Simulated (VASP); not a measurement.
## Ru: single point with r2SCAN+D3(BJ)

The system is Ru.

```xyz
2
Lattice="2.6876 0.0000 0.0000 -1.3438 2.3276 0.0000 0.0000 0.0000 4.2532" Properties=species:S:1:pos:R:3 pbc="T T T"
Ru    1.3438    0.7759    3.1899
Ru    0.0000    1.5517    1.0633
```

| Item | Value |
| --- | --- |
| Program | VASP 6.6.1 |
| Task | single point |
| Functional | r2SCAN |
| Dispersion | D3(BJ) |
| Potentials or basis | VASP PAW PBE potentials, release 64 (Ru_sv) |
| Cutoff | 660 eV |
| k mesh | 11 × 11 × 6 |
| Occupations | fermi-dirac, width 0.05 eV |
| Spin | no spin polarisation |

| Item | Value |
| --- | --- |
| Pressure | 1.5 GPa |
| Band gap on the k mesh | zero (bands 16 and 17 overlap by 3.31 eV) |
| Dispersion energy per atom | -0.300 eV |

Stress tensor (GPa, compression positive):
```
1.64 0.00 0.00
0.00 1.64 0.00
0.00 0.00 1.11
```

Levels at points of the mesh, in eV from the Fermi level:
```tsv
k point	band 13	band 14	band 15	band 16	band 17	band 18	band 19	band 20
(0.00, 0.00, 0.00)	-2.52	-1.98	-1.98	-1.43	-1.43	1.34	1.34	1.44
(0.00, 0.00, 0.50)	-2.89	-2.89	-2.82	-2.82	0.65	0.65	0.65	0.65
```

Wall time 76 s on 1 thread of Intel(R) Xeon(R) Platinum 8488C (Sapphire Rapids), with other jobs on the host, peak memory 0.19 GiB.

Caveat: the PAW data sets were made with another functional, which shifts forces and pressure a little.
